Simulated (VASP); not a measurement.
# NbAgSe2O7 (Cmcm) in VASP: single point with PBE

Aim: the single point of NbAgSe2O7 with PBE.

All numbers are computed with VASP 6.6.1; they aren't measurements. Logs are shortened: lines on timing, memory, paths and dates and some standing lists are left out, and cuts for length are marked.

### 1 The cell of the first run

Symmetry: Cmcm, No. 63, orthorhombic system. The conventional cell has a = 10.813 Å, b = 7.792 Å, c = 7.363 Å, α = 90.00°, β = 90.00°, γ = 90.00°. Nb (site symmetry 2/m) has 6 O at 1.94 to 2.00 Å within 2.6 Å. Ag (site symmetry 2/m) has 8 O at 2.44 to 2.97 Å within 3.2 Å. Se (site symmetry m) has 3 O at 1.69 to 1.77 Å within 2.2 Å. O (site symmetry m) has 1 Se at 1.69 Å within 2.2 Å. Within 2.4 Å of O (site symmetry 1) lie 1 Se at 1.77 Å and 1 Nb at 2.00 Å. Within 2.6 Å of O (site symmetry m2m) lie 2 Nb at 1.94 Å.

### 2 Single point, PBE

The input, INCAR:

```
ALGO     = Normal         # electronic algorithm
EDIFF    = 1E-6           # SCF threshold, eV
ENCUT    = 520            # plane-wave cutoff, eV
GGA      = PE             # functional
ISIF     = 2              # what is computed and relaxed
ISMEAR   = -1             # smearing method
LASPH    = True           # aspherical terms in the spheres
LCHARG   = False          # write CHGCAR
LREAL    = Auto         
LWAVE    = False          # write WAVECAR
NBANDS   = 95             # bands
NELM     = 100            # most SCF steps
PREC     = Accurate       # precision mode
SIGMA    = 0.02           # smearing width, eV
```

The input, KPOINTS:

```
k-points
0
Gamma
  4 4 3
```

The input, POSCAR:

```
NbAgSe2O7
1.0
    5.4065000000     -3.8960000000      0.0000000000
    5.4065000000      3.8960000000      0.0000000000
    0.0000000000      0.0000000000      7.3630000000
Nb Ag Se O
2 2 4 14
Direct
    0.0000000000      0.0000000000      0.5000000000
    0.0000000000      0.0000000000      0.0000000000
    0.5000000000      0.5000000000      0.0000000000
    0.5000000000      0.5000000000      0.5000000000
    0.5240530100      0.0533963506      0.2500000000
    0.4759469900      0.9466036494      0.7500000000
    0.0533963506      0.5240530100      0.7500000000
    0.9466036494      0.4759469900      0.2500000000
    0.3939070772      0.3152791572      0.2500000000
    0.6060929228      0.6847208428      0.7500000000
    0.3152791572      0.3939070772      0.7500000000
    0.6847208428      0.6060929228      0.2500000000
    0.6976266676      0.0398343613      0.4352599855
    0.3023733324      0.9601656387      0.9352599855
    0.0398343613      0.6976266676      0.5647400145
    0.9601656387      0.3023733324      0.0647400145
    0.3023733324      0.9601656387      0.5647400145
    0.6976266676      0.0398343613      0.0647400145
    0.9601656387      0.3023733324      0.4352599855
    0.0398343613      0.6976266676      0.9352599855
    0.9201964471      0.0798035529      0.7500000000
    0.0798035529      0.9201964471      0.2500000000
```

Potentials or basis: VASP PAW PBE potentials, release 64 (Nb_sv, Ag, Se, O).

Command:

```console
> cat potpaw_PBE.64/Nb_sv/POTCAR potpaw_PBE.64/Ag/POTCAR potpaw_PBE.64/Se/POTCAR potpaw_PBE.64/O/POTCAR > POTCAR
> mpirun -np 1 vasp_std > vasp.out
```

OUTCAR:

```text
EDIFF = 1E-6
   ENCUT = 520
   GGA = PE
   ISIF = 2
   ISMEAR = -1
   LASPH = True
   LREAL = Auto
   NELM = 100
   PREC = Accurate

 ion  position               nearest neighbor table
   1  0.000  0.000  0.500-  21 1.94  22 1.94  17 2.00  19 2.00  13 2.00  15 2.00
   2  0.000  0.000  0.000-  21 1.94  22 1.94  18 2.00  20 2.00  14 2.00  16 2.00
   3  0.500  0.500  0.000-   9 2.44  10 2.44  11 2.44  12 2.44
   4  0.500  0.500  0.500-   9 2.44  10 2.44  11 2.44  12 2.44
   5  0.524  0.053  0.250-   9 1.69  13 1.77  18 1.77
   6  0.476  0.947  0.750-  10 1.69  14 1.77  17 1.77
   7  0.053  0.524  0.750-  11 1.69  15 1.77  20 1.77
   8  0.947  0.476  0.250-  12 1.69  16 1.77  19 1.77
   9  0.394  0.315  0.250-   5 1.69   4 2.44   3 2.44
  10  0.606  0.685  0.750-   6 1.69   4 2.44   3 2.44
  11  0.315  0.394  0.750-   7 1.69   4 2.44   3 2.44
  12  0.685  0.606  0.250-   8 1.69   4 2.44   3 2.44
  13  0.698  0.040  0.435-   5 1.77   1 2.00
  14  0.302  0.960  0.935-   6 1.77   2 2.00
  15  0.040  0.698  0.565-   7 1.77   1 2.00
  16  0.960  0.302  0.065-   8 1.77   2 2.00
  17  0.302  0.960  0.565-   6 1.77   1 2.00
  18  0.698  0.040  0.065-   5 1.77   2 2.00
  19  0.960  0.302  0.435-   8 1.77   1 2.00
  20  0.040  0.698  0.935-   7 1.77   2 2.00
  21  0.920  0.080  0.750-   1 1.94   2 1.94
  22  0.080  0.920  0.250-   1 1.94   2 1.94

  LATTYP: Found a base centered orthorhombic cell.
 ALAT       =     7.7920000000
 B/A-ratio  =     1.3877053388
 C/A-ratio  =     0.9449435318

  Lattice vectors:

 A1 = (  -5.4065000000,  -3.8960000000,   0.0000000000)
 A2 = (   5.4065000000,  -3.8960000000,   0.0000000000)
 A3 = (   0.0000000000,   0.0000000000,   7.3630000000)

Analysis of symmetry for initial positions (statically):
=====================================================================
 Subroutine PRICEL returns:
 Original cell was already a primitive cell.

 Routine SETGRP: Setting up the symmetry group for a
 base centered orthorhombic supercell.

 Subroutine GETGRP returns: Found  8 space group operations
 (whereof  4 operations were pure point group operations)
 out of a pool of  8 trial point group operations.

The static configuration has the point symmetry C_2h.
 The point group associated with its full space group is D_2h.

Analysis of symmetry for dynamics (positions and initial velocities):
=====================================================================
 Subroutine PRICEL returns:
 Original cell was already a primitive cell.

 Routine SETGRP: Setting up the symmetry group for a
 base centered orthorhombic supercell.

 Subroutine GETGRP returns: Found  8 space group operations
 (whereof  4 operations were pure point group operations)
 out of a pool of  8 trial point group operations.

The dynamic configuration has the point symmetry C_2h.
 The point group associated with its full space group is D_2h.

 Subroutine INISYM returns: Found  8 space group operations
 (whereof  4 operations are pure point group operations),
 and found     1 'primitive' translations

----------------------------------------------------------------------------------------

                                     Primitive cell

  volume of cell :     310.1844

  direct lattice vectors                    reciprocal lattice vectors
     5.406500000 -3.896000000  0.000000000     0.092481273 -0.128336756  0.000000000
     5.406500000  3.896000000  0.000000000     0.092481273  0.128336756  0.000000000
     0.000000000  0.000000000  7.363000000     0.000000000  0.000000000  0.135814206

  length of vectors
     6.664012174  6.664012174  7.363000000     0.158186942  0.158186942  0.135814206

  position of ions in fractional coordinates (direct lattice)
     0.000000000  0.000000000  0.500000000
     0.000000000  0.000000000  0.000000000
     0.500000000  0.500000000  0.000000000
     0.500000000  0.500000000  0.500000000
     0.524053010  0.053396351  0.250000000
     0.475946990  0.946603649  0.750000000
[... 14 lines left out ...]
     0.920196447  0.079803553  0.750000000
     0.079803553  0.920196447  0.250000000

  ion indices of the primitive-cell ions
   primitive index   ion index
                 1           1
                 2           2
                 3           3
                 4           4
                 5           5
                 6           6
[... 14 lines left out ...]
                21          21
                22          22

----------------------------------------------------------------------------------------

 KPOINTS: k-points

Automatic generation of k-mesh.
 Grid dimensions read from file:
 generate k-points for:    4    4    3

 Generating k-lattice:

  Cartesian coordinates                     Fractional coordinates (reciprocal lattice)
     0.023120318 -0.032084189  0.000000000     0.250000000  0.000000000  0.000000000
     0.023120318  0.032084189  0.000000000     0.000000000  0.250000000  0.000000000
     0.000000000  0.000000000  0.045271402     0.000000000  0.000000000  0.333333333

  Length of vectors
     0.039546736  0.039546736  0.045271402

  Shift w.r.t. Gamma in fractional coordinates (k-lattice)
     0.000000000  0.000000000  0.000000000

 Subroutine IBZKPT returns following result:
 ===========================================

 Found     14 irreducible k-points:

 Following reciprocal coordinates:
            Coordinates               Weight
  0.000000  0.000000  0.000000      1.000000
  0.250000  0.000000  0.000000      4.000000
  0.500000  0.000000  0.000000      2.000000
  0.250000  0.250000  0.000000      2.000000
  0.500000  0.250000  0.000000      4.000000
 -0.250000  0.250000  0.000000      2.000000
  0.500000  0.500000  0.000000      1.000000
  0.000000  0.000000  0.333333      2.000000
  0.250000  0.000000  0.333333      8.000000
  0.500000  0.000000  0.333333      4.000000
  0.250000  0.250000  0.333333      4.000000
  0.500000  0.250000  0.333333      8.000000
 -0.250000  0.250000  0.333333      4.000000
  0.500000  0.500000  0.333333      2.000000
   k-points           NKPTS =     14   k-points in BZ     NKDIM =     14   number of bands    NBANDS=     95
   number of dos      NEDOS =    301   number of ions     NIONS =     22
   total plane-waves  NPLWV = 140000
   dimension x,y,z NGX =    50 NGY =   50 NGZ =   56
   dimension x,y,z NGXF=   100 NGYF=  100 NGZF=  112
   ions per type =               2   2   4  14
   NGX,Y,Z   is equivalent  to a cutoff of  12.47, 12.47, 12.64 a.u.
   NGXF,Y,Z  is equivalent  to a cutoff of  24.95, 24.95, 25.29 a.u.
 SYSTEM =  unknown system
   PREC   = accura    normal or accurate (medium, high low for compatibility)
   ISTART =      0    job   : 0-new  1-cont  2-samecut
   ICHARG =      2    charge: 1-file 2-atom 10-const
   ISPIN  =      1    spin polarized calculation?
   LNONCOLLINEAR =      F non collinear calculations
   LSORBIT =      F    spin-orbit coupling
   LASPH  =      T    aspherical Exc in radial PAW
   ENCUT  =  520.0 eV  38.22 Ry    6.18 a.u.  12.39 12.39 13.69*2*pi/ulx,y,z
   NELM   =    100;   NELMIN=  2; NELMDL= -5     # of ELM steps
   EDIFF  = 0.1E-05   stopping-criterion for ELM
   LREAL  =      T    real-space projection
   EDIFFG = 0.1E-04   stopping-criterion for IOM
   NSW    =      0    number of steps for IOM
   IBRION =     -1    ionic relax: 0-MD 1-quasi-New 2-CG
   NFREE  =      0    steps in history (QN), initial steepest desc. (CG)
   ISIF   =      2    stress and relaxation
   ISYM   =      2    0-nonsym 1-usesym 2-fastsym
   POTIM  = 0.5000    time-step for ionic-motion
   TEBEG  =    0.0;   TEEND  =   0.0 temperature during run
   PSTRESS=    0.0 pullay stress
   NELECT =     156.0000    total number of electrons
   NUPDOWN=      -1.0000    fix difference up-down
   EMIN   =  10.00;   EMAX   =-10.00  energy-range for DOS
   EFERMI =   0.00;   METHOD = LEGACY
   ISMEAR =    -1;   SIGMA  =   0.02  broadening in eV -4-tet -1-fermi 0-gaus
   EFERMI_NEDOS =   21; number of points for ismear=-14 and -15
   IALGO  =     38    algorithm
   IMIX   =      4    mixing-type and parameters
     AMIX     =   0.40;   BMIX     =  1.00
     AMIX_MAG =   1.60;   BMIX_MAG =  1.00
  volume/ion in A,a.u.               =      14.10        95.15
  Fermi-wavevector in a.u.,A,eV,Ry     =   1.301896  2.460227 23.060975  1.694934
  Thomas-Fermi vector in A             =   2.433000
   LORBIT       =      0    0 simple, 1 ext, 2 COOP (PROOUT), +10 PAW based schemes
   GGA     = PE    functional components
   LHFCALC =     F    Hartree Fock is set to
   AEXX    =    0.0000 exact exchange contribution
   IVDW    =     0    specifies the selected vdW correction
   LEPSILON=     F    determine dielectric tensor
   LRPA    =     F    only Hartree local field effects (RPA)
 non-spin polarized calculation
  energy-cutoff  :      520.00
  volume of cell :      310.18
 maximum number of plane-waves:      8389
 NGX is ok and might be reduce to    50
   NGX = 25   NGY = 25   NGZ = 27

 number of electron     156.0000006 magnetization

 Free energy of the ion-electron system (eV)
  ---------------------------------------------------
  ext. energy  EPLUGINS =         0.00000000
  ---------------------------------------------------
  free energy    TOTEN  =      -137.67011036 eV

  energy without entropy =     -137.67011036  energy(sigma->0) =     -137.67011036

 E-fermi :   4.0677     XC(G=0): -10.0312

 val. band max:        3.5396331890   @ k =   0.5000   0.0000   0.0000
 cond. band min:       5.0856937518   @ k =   0.5000   0.0000   0.0000
 fundamental gap:      1.5460605628
 Fermi energy:         4.0676938232

 k-point     1 :       0.0000    0.0000    0.0000
  band No.  band energies     occupation
      1     -52.6674      2.00000
      2     -52.6602      2.00000
      3     -28.9386      2.00000
      4     -28.8157      2.00000
      5     -28.8121      2.00000
      6     -28.8119      2.00000
[... 82 lines left out ...]
     89       7.7535      0.00000
     90       7.9812      0.00000

 k-point     2 :       0.2500    0.0000    0.0000
  band No.  band energies     occupation
      1     -52.6674      2.00000
      2     -52.6602      2.00000
      3     -28.9386      2.00000
      4     -28.8157      2.00000
      5     -28.8121      2.00000
      6     -28.8119      2.00000
[... 1105 lines left out ...]
     89       7.5369      0.00000
     90       7.8891      0.00000

 k-point    14 :       0.5000    0.5000    0.3333
  band No.  band energies     occupation
      1     -52.6656      2.00000
      2     -52.6620      2.00000
      3     -28.8818      2.00000
      4     -28.8190      2.00000
      5     -28.8093      2.00000
      6     -28.8083      2.00000
[... 82 lines left out ...]
     89       7.6494      0.00000
     90       7.7249      0.00000
 [bands above 90 left out]

------------------------ aborting loop because EDIFF is reached ----------------------------------------

  FORCE on cell =-STRESS in cart. coord.  units (eV):
  Direction    XX          YY          ZZ          XY          YZ          ZX
  --------------------------------------------------------------------------------------
  -------------------------------------------------------------------------------------
  Total        5.3038651      6.1162860      3.7855902      0.0000000     -0.0000000      0.0000000
  in kB       27.3957442     31.5920944     19.5534877      0.0000000     -0.0000000      0.0000000
  external PRESSURE =      26.1804421 kB  Pullay stress =       0.0000000 kB

 VOLUME and BASIS-vectors are now :
 -----------------------------------------------------------------------------
  energy-cutoff  :      520.00
  volume of cell :      310.18
      direct lattice vectors                 reciprocal lattice vectors
     5.406500000 -3.896000000  0.000000000     0.092481273 -0.128336756  0.000000000
     5.406500000  3.896000000  0.000000000     0.092481273  0.128336756  0.000000000
     0.000000000  0.000000000  7.363000000     0.000000000  0.000000000  0.135814206

 POSITION                                       TOTAL-FORCE (eV/Angst)
 -----------------------------------------------------------------------------------
      0.00000      0.00000      3.68150         0.000000      0.000000     -0.000000
      0.00000      0.00000      0.00000         0.000000      0.000000     -0.000000
      5.40650      0.00000      0.00000         0.000000      0.000000     -0.000000
      5.40650      0.00000      3.68150         0.000000      0.000000     -0.000000
      3.12198     -1.83368      1.84075        -0.249014     -0.098641     -0.000000
      7.69102      1.83368      5.52225         0.249014      0.098641     -0.000000
[... 14 lines left out ...]
      5.40650     -3.27417      5.52225         0.000000     -0.017232     -0.000000
      5.40650      3.27417      1.84075         0.000000      0.017232     -0.000000
 -----------------------------------------------------------------------------------
    total drift:                               -0.000000      0.000000     -0.000000

  FREE ENERGIE OF THE ION-ELECTRON SYSTEM (eV)
  ---------------------------------------------------
  free  energy   TOTEN  =      -137.6701103643 eV

  energy  without entropy=     -137.6701103643  energy(sigma->0) =     -137.67011036
```

It took 7.3 min on 1 thread of AMD EPYC 9R45 (Zen 5), shared host; peak memory 0.5 GiB.

What came out:

- Free energy: -137.6701 eV
- Pressure: 2.6 GPa
- Largest force: 0.268 eV/Å
- Band gap on the k mesh: 1.55 eV, direct

Forces on the atoms (eV/Å):
```
Nb   0.000  0.000  0.000
Nb   0.000  0.000  0.000
Ag   0.000  0.000  0.000
Ag   0.000  0.000  0.000
Se  -0.249 -0.099  0.000
Se   0.249  0.099  0.000
Se  -0.249  0.099  0.000
Se   0.249 -0.099  0.000
O    0.112  0.210  0.000
O   -0.112 -0.210  0.000
O    0.112 -0.210  0.000
O   -0.112  0.210  0.000
O    0.088 -0.054  0.096
O   -0.088  0.054  0.096
O    0.088  0.054 -0.096
O   -0.088 -0.054 -0.096
O   -0.088  0.054 -0.096
O    0.088 -0.054 -0.096
O   -0.088 -0.054  0.096
O    0.088  0.054  0.096
O    0.000 -0.017  0.000
O    0.000  0.017  0.000
```

Levels at points of the mesh, in eV from the valence-band top:
```tsv
k point	band 75	band 76	band 77	band 78	band 79	band 80	band 81	band 82
(0.00, 0.00, 0.00)	-1.08	-0.86	-0.26	-0.11	1.71	1.83	2.22	2.35
(0.50, 0.00, 0.00)	-0.81	-0.79	-0.15	0.00	1.55	1.77	2.17	2.43
(0.50, 0.50, 0.00)	-1.06	-1.02	-0.14	-0.09	1.59	1.61	1.73	2.58
```
